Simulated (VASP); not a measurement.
Tl3S: single point with PBE

The system is Tl3S.

```
CELL_PARAMETERS angstrom
-2.35097 2.35097 5.14280
2.35097 -2.35097 5.14280
2.35097 2.35097 -5.14280
ATOMIC_POSITIONS crystal
Tl 0.50000 0.50000 0.00000
Tl 0.25000 0.75000 0.50000
Tl 0.75000 0.25000 0.50000
S 0.00000 0.00000 0.00000
```

```json
{"Program": "VASP 6.6.1", "Task": "single point", "Functional": "PBE", "Potentials or basis": "VASP PAW PBE potentials, release 64 (Tl_d, S)", "Cutoff": "520 eV", "k mesh": "7 × 7 × 7", "Occupations": "methfessel-paxton, width 0.05 eV", "Spin": "no spin polarisation", "Dipole correction": "no", "Further INCAR settings": "ALGO = Normal; EDIFF = 1e-06; NBANDS = 30"}
```

```
Pressure               : 0.0 GPa
Band gap on the k mesh : zero (an odd number of electrons rules out a gap without spin polarisation)
```

Stress tensor (GPa, compression positive):
```
 0.15  0.00  0.00
 0.00  0.15  0.00
 0.00  0.00 -0.34
```

Levels at points of the mesh, in eV from the Fermi level:
```tsv
k point	band 19	band 20	band 21	band 22	band 23	band 24	band 25	band 26
(0.00, 0.00, 0.00)	-3.01	-3.00	-1.90	-1.90	0.41	0.41	0.66	2.64
```

Run time: 82 s on 1 thread of Intel(R) Xeon(R) 6975P-C (Granite Rapids), with other jobs on the host, peak memory 0.37 GiB.

Caveat: spin-orbit coupling is left out, which moves the levels of the heavy elements.
